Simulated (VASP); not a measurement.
# GaSb (F-43m) in VASP: notebook, part 2 of 2

VASP 6.6.1. The steps go on from the part before.

### Step 3. Vibrations by perturbation theory, PBEsol

This run uses another cell than the first one, of 28.55 Å³/atom, 0.980 times its volume.

Input file INCAR:

```
SYSTEM = GaSb
PREC = Accurate
ENCUT = 520
EDIFF = 1E-8
ISMEAR = -1
SIGMA = 0.15
LREAL = .False.
LASPH = .True.
NELM = 100
ALGO = Normal
ISIF = 2
LWAVE = .False.
LCHARG = .False.
GGA = PS
NBANDS = 16
IBRION = 8
NSW = 1
```

Input file KPOINTS:

```
regular mesh
0
Gamma
  12 12 12
  0 0 0
```

Input file POSCAR:

```
GaSb
1.0
    0.0000000000      3.0564647039      3.0564647039
    3.0564647039      0.0000000000      3.0564647039
    3.0564647039      3.0564647039      0.0000000000
Ga Sb
1 1
Direct
    0.0000000000      0.0000000000      0.0000000000
    0.2500000000      0.2500000000      0.2500000000
```

Potentials or basis: VASP PAW PBE potentials, release 64 (Ga_d, Sb).

The run is started by

```sh
$ cat potpaw_PBE.64/Ga_d/POTCAR potpaw_PBE.64/Sb/POTCAR > POTCAR
$ mpirun -np 1 vasp_std > vasp.out
```

OUTCAR:

```text
SYSTEM = GaSb
   PREC = Accurate
   ENCUT = 520
   EDIFF = 1E-8
   ISMEAR = -1
   LREAL = .False.
   LASPH = .True.
   NELM = 100
   ISIF = 2
   GGA = PS
   IBRION = 8
   NSW = 1

 ion  position               nearest neighbor table
   1  0.000  0.000  0.000-   2 2.65   2 2.65   2 2.65   2 2.65
   2  0.250  0.250  0.250-   1 2.65   1 2.65   1 2.65   1 2.65

  LATTYP: Found a face centered cubic cell.
 ALAT       =     6.1129294078

  Lattice vectors:

 A1 = (   0.0000000000,   3.0564647039,   3.0564647039)
 A2 = (   3.0564647039,   0.0000000000,   3.0564647039)
 A3 = (   3.0564647039,   3.0564647039,   0.0000000000)

Analysis of symmetry for initial positions (statically):
=====================================================================
 Subroutine PRICEL returns:
 Original cell was already a primitive cell.

 Routine SETGRP: Setting up the symmetry group for a
 face centered cubic supercell.

 Subroutine GETGRP returns: Found 24 space group operations
 (whereof 24 operations were pure point group operations)
 out of a pool of 48 trial point group operations.

The static configuration has the point symmetry T_d .

Analysis of symmetry for dynamics (positions and initial velocities):
=====================================================================
 Subroutine PRICEL returns:
 Original cell was already a primitive cell.

 Routine SETGRP: Setting up the symmetry group for a
 face centered cubic supercell.

 Subroutine GETGRP returns: Found 24 space group operations
[... 639 lines left out ...]
      1.52823      1.52823      1.52823         0.000000      0.000000     -0.000000
 -----------------------------------------------------------------------------------
    total drift:                                0.000000      0.000000      0.000000

  FREE ENERGIE OF THE ION-ELECTRON SYSTEM (eV)
  ---------------------------------------------------
  free  energy   TOTEN  =        -8.1570949016 eV

  energy  without entropy=       -8.1504828874  energy(sigma->0) =       -8.15378889

[... ionic steps 2 to 3 ...]

--------------------------------------- Ionic step        4  -------------------------------------------

------------------------ aborting loop because EDIFF is reached ----------------------------------------

[... ionic steps 5 to 6 ...]

--------------------------------------- Ionic step        7  -------------------------------------------

 Free energy of the ion-electron system (eV)
  ---------------------------------------------------
  ---------------------------------------------------
  free energy    TOTEN  =        -0.02566519 eV

  energy without entropy =       -0.02566519

------------------------ aborting loop because EDIFF is reached ----------------------------------------

 INTERNAL STRAIN TENSOR  FOR ION    2  DIRECTION 1   (eV/Angst):
 -----------------------------------------------------------------------------
     0.00403  0.00000  0.00000
     0.00000 -0.00034 -6.89810
     0.00000 -6.89810 -0.00034

 INTERNAL STRAIN TENSOR FOR ION    2 for displacements in x,y,z  (eV/Angst):
          X           Y           Z          XY          YZ          ZX
  --------------------------------------------------------------------------------
  x    -0.00000     0.00000     0.00000     0.00000    -6.89810     0.00000
  y    -0.00000     0.00000    -0.00000     0.00000     0.00000    -6.89810
  z     0.00000     0.00000    -0.00000    -6.89810     0.00000     0.00000

 SECOND DERIVATIVES (NOT SYMMETRIZED)
 ------------------------------------
               1X          1Y          1Z          2X          2Y          2Z
  1X    -7.788854    0.000000    0.000000    7.788854    0.000000    0.000000
  1Y     0.000000   -7.788854    0.000000    0.000000    7.788854    0.000000
  1Z     0.000000    0.000000   -7.788854    0.000000    0.000000    7.788854
  2X     7.821793    0.000000    0.000000   -7.821793    0.000000    0.000000
  2Y     0.000000    7.821793    0.000000    0.000000   -7.821793    0.000000
  2Z     0.000000    0.000000    7.821793    0.000000    0.000000   -7.821793

 Eigenvectors and eigenvalues of the dynamical matrix
 ----------------------------------------------------

   1 f  =    6.557724 THz    41.203394 2PiTHz  218.742119 cm-1    27.120554 meV
             X         Y         Z           dx          dy          dz
      0.000000  0.000000  0.000000     0.000000    0.796795    0.000000
      1.528232  1.528232  1.528232     0.000000   -0.604250    0.000000
[... 21 lines left out ...]
   6 f/i=    0.006662 THz     0.041859 2PiTHz    0.222225 cm-1     0.027552 meV
             X         Y         Z           dx          dy          dz
      0.000000  0.000000  0.000000     0.000000    0.000000   -0.604250
      1.528232  1.528232  1.528232     0.000000    0.000000   -0.796795

--------------------------------------------------------------------------------------------------------

 ELASTIC MODULI CONTR FROM IONIC RELAXATION (kBar)
 Direction    XX          YY          ZZ          XY          YZ          ZX
 --------------------------------------------------------------------------------
 XX          -0.0000      0.0000      0.0000      0.0000     -0.0000     -0.0000
 YY           0.0000     -0.0000      0.0000      0.0000      0.0000      0.0000
 ZZ           0.0000      0.0000     -0.0000     -0.0000      0.0000     -0.0000
 XY           0.0000      0.0000     -0.0000   -173.5679      0.0000      0.0000
 YZ          -0.0000      0.0000      0.0000      0.0000   -173.5679      0.0000
 ZX          -0.0000      0.0000     -0.0000      0.0000      0.0000   -173.5679
 --------------------------------------------------------------------------------
```

OSZICAR:

```text
N       E                     dE             d eps       ncg     rms          rms(c)
DAV:   1     0.806913345320E+02    0.80691E+02   -0.85875E+03  2344   0.138E+03
DAV:   2    -0.179991289743E+01   -0.82491E+02   -0.79153E+02  2720   0.295E+02
[... 43 lines left out ...]
RMM:   5    -0.256734433841E-01   -0.94709E-05   -0.44382E-06 19063   0.136E-02    0.262E-03
RMM:   6    -0.256664485523E-01    0.69948E-05   -0.10040E-06 18110   0.496E-03    0.613E-04
RMM:   7    -0.256656896010E-01    0.75895E-06   -0.10286E-07 19002   0.148E-03    0.222E-04
RMM:   8    -0.256652193177E-01    0.47028E-06   -0.43266E-09 18056   0.483E-04    0.587E-05
RMM:   9    -0.256651909802E-01    0.28337E-07   -0.77476E-09 19013   0.179E-04    0.182E-05
RMM:  10    -0.256651936453E-01   -0.26651E-08   -0.64545E-09 18218   0.733E-05    0.346E-06
 Linear response finished
```

It took 8.2 min on 1 thread of Intel Xeon 6975P-C, shared host; peak memory 0.64 GiB.

Results:

```yaml
Highest_phonon_frequency_at_Γ_LO-TO_splitting_left_out: 219 cm⁻¹
```

Phonon frequencies in cm⁻¹ (negative: imaginary):
```tsv
q point	frequencies
(0.000, 0.000, 0.000)	0 0 0 219 219 219
```

Caveat: the PAW data sets were made with another functional, which shifts forces and pressure a little; spin-orbit coupling is left out, which moves the levels of the heavy elements.

### Step 4. Vibrations by perturbation theory, PBEsol

This run uses another cell than the first one, of 28.03 Å³/atom, 0.962 times its volume.

Input file INCAR:

```
ALGO = Normal
EDIFF = 1E-8
ENCUT = 520
GGA = PS
IBRION = 8
ISIF = 2
ISMEAR = -1
LASPH = True
LCHARG = False
LREAL = False
LWAVE = False
NELM = 80
NSW = 1
PREC = Accurate
SIGMA = 0.15
```

Input file KPOINTS:

```
k-points
0
Gamma
  12 12 12
```

Input file POSCAR:

```
GaSb
1.0
    0.0000000000      3.0375123429      3.0375123429
    3.0375123429      0.0000000000      3.0375123429
    3.0375123429      3.0375123429      0.0000000000
Ga Sb
1 1
Direct
    0.0000000000      0.0000000000      0.0000000000
    0.7500000000      0.7500000000      0.7500000000
```

Potentials or basis: VASP PAW PBE potentials, release 64 (Ga_d, Sb).

The run is started by

```sh
$ cat potpaw_PBE.64/Ga_d/POTCAR potpaw_PBE.64/Sb/POTCAR > POTCAR
$ mpirun -np 1 vasp_std > vasp.out
```

OUTCAR:

```text
EDIFF = 1E-8
   ENCUT = 520
   GGA = PS
   IBRION = 8
   ISIF = 2
   ISMEAR = -1
   LASPH = True
   LREAL = False
   NELM = 80
   NSW = 1
   PREC = Accurate

 ion  position               nearest neighbor table
   1  0.000  0.000  0.000-   2 2.63   2 2.63   2 2.63   2 2.63
   2  0.750  0.750  0.750-   1 2.63   1 2.63   1 2.63   1 2.63

  LATTYP: Found a face centered cubic cell.
 ALAT       =     6.0750246858

  Lattice vectors:

 A1 = (   0.0000000000,   3.0375123429,   3.0375123429)
[... 638 lines left out ...]
  1X    -8.170059    0.000000    0.000000    8.170059    0.000000    0.000000
  1Y     0.000000   -8.170059    0.000000    0.000000    8.170059    0.000000
  1Z     0.000000    0.000000   -8.170059    0.000000    0.000000    8.170059
  2X     8.211047    0.000000    0.000000   -8.211047    0.000000    0.000000
  2Y     0.000000    8.211047    0.000000    0.000000   -8.211047    0.000000
  2Z     0.000000    0.000000    8.211047    0.000000    0.000000   -8.211047

 Eigenvectors and eigenvalues of the dynamical matrix
 ----------------------------------------------------

   1 f  =    6.717245 THz    42.205698 2PiTHz  224.063191 cm-1    27.780283 meV
             X         Y         Z           dx          dy          dz
      0.000000  0.000000  0.000000    -0.000000    0.000000    0.796681
      4.556269  4.556269  4.556269    -0.000000   -0.000000   -0.604401
[... 21 lines left out ...]
   6 f/i=    0.008093 THz     0.050850 2PiTHz    0.269956 cm-1     0.033470 meV
             X         Y         Z           dx          dy          dz
      0.000000  0.000000  0.000000    -0.555812    0.231070    0.054588
      4.556269  4.556269  4.556269    -0.732635    0.304580    0.071954

--------------------------------------------------------------------------------------------------------

 ELASTIC MODULI CONTR FROM IONIC RELAXATION (kBar)
 Direction    XX          YY          ZZ          XY          YZ          ZX
 --------------------------------------------------------------------------------
 XX          -0.0000      0.0000      0.0000     -0.0000      0.0000      0.0000
 YY           0.0000     -0.0000      0.0000     -0.0000     -0.0000     -0.0000
 ZZ           0.0000      0.0000     -0.0000      0.0000     -0.0000      0.0000
 XY          -0.0000     -0.0000      0.0000   -199.7763     -0.0000      0.0000
 YZ           0.0000     -0.0000     -0.0000      0.0000   -199.7763     -0.0000
 ZX           0.0000     -0.0000      0.0000      0.0000     -0.0000   -199.7763
 --------------------------------------------------------------------------------
```

OSZICAR:

```text
N       E                     dE             d eps       ncg     rms          rms(c)
DAV:   1     0.756682520920E+02    0.75668E+02   -0.88099E+03  1888   0.170E+03
DAV:   2    -0.266756813076E+01   -0.78336E+02   -0.76232E+02  2057   0.306E+02
DAV:   3    -0.815687895346E+01   -0.54893E+01   -0.54203E+01  2357   0.715E+01
DAV:   4    -0.825416541874E+01   -0.97286E-01   -0.97248E-01  2094   0.105E+01
[... 42 lines left out ...]
RMM:   7    -0.256404487963E-01    0.13984E-05   -0.13344E-08 14646   0.180E-03    0.279E-04
RMM:   8    -0.256396917383E-01    0.75706E-06   -0.14285E-08 14332   0.677E-04    0.680E-05
RMM:   9    -0.256396750963E-01    0.16642E-07   -0.17879E-09 14402   0.221E-04    0.184E-05
RMM:  10    -0.256396969165E-01   -0.21820E-07    0.92406E-11 13964   0.746E-05    0.215E-06
RMM:  11    -0.256396915862E-01    0.53302E-08   -0.51357E-11 14652   0.253E-05    0.294E-06
 Linear response finished
```

Wall time 7.1 min (1 thread of Intel Xeon Platinum 8375C at 2.90GHz (Ice Lake), shared host); peak memory 0.57 GiB.

Results:

```
Highest phonon frequency at Γ, LO-TO splitting left out : 224 cm⁻¹
```

Phonon frequencies in cm⁻¹ (negative: imaginary):
```tsv
q point	frequencies
(0.000, 0.000, 0.000)	0 0 0 224 224 224
```

Caveat: the cell wasn't relaxed at this level first, which shifts response properties; the PAW data sets were made with another functional, which shifts forces and pressure a little; spin-orbit coupling is left out, which moves the levels of the heavy elements.
